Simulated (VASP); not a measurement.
Input of a VASP 6.6.1 run:

The input INCAR:

```
PREC = Accurate ; ENCUT = 600
EDIFF = 1E-6 ; ISMEAR = -1
SIGMA = 0.1 ; LREAL = F
LASPH = T ; NELM = 100
ALGO = Normal ; ISIF = 3
LWAVE = F ; LCHARG = F
GGA = PE ; IBRION = 2
NSW = 80 ; EDIFFG = -0.01
PSTRESS = 200.0
```

Contents of KPOINTS:

```
Automatic mesh
0
Gamma
  14 14 14
```

The input POSCAR:

```
Mo
1.0
    0.0000000000      2.7250000000      2.7250000000
    2.7250000000      0.0000000000      2.7250000000
    2.7250000000      2.7250000000      0.0000000000
Mo
2
Direct
    0.0000000000      0.0000000000      0.0000000000
    0.2500000000      0.2500000000      0.2500000000
```

Potentials or basis: VASP PAW PBE potentials, release 64 (Mo_sv).

Launch:

```sh
$ cat potpaw_PBE.64/Mo_sv/POTCAR > POTCAR
$ mpirun -np 1 vasp_std > vasp.out
```

(1) What does it give for the relaxed cell?

(2) Predict the band gap on the k mesh.

(3) Estimate the relaxed volume.

Results:

(1) a = 3.844 Å, b = 3.844 Å, c = 3.844 Å, α = 60.00°, β = 60.00°, γ = 60.00°.

(2) zero (bands 14 and 15 overlap by 0.66 eV).

(3) 20.08 Å³/atom.

Caveat: the cell is relaxed towards a set pressure, so the run minimises the enthalpy, not the energy.
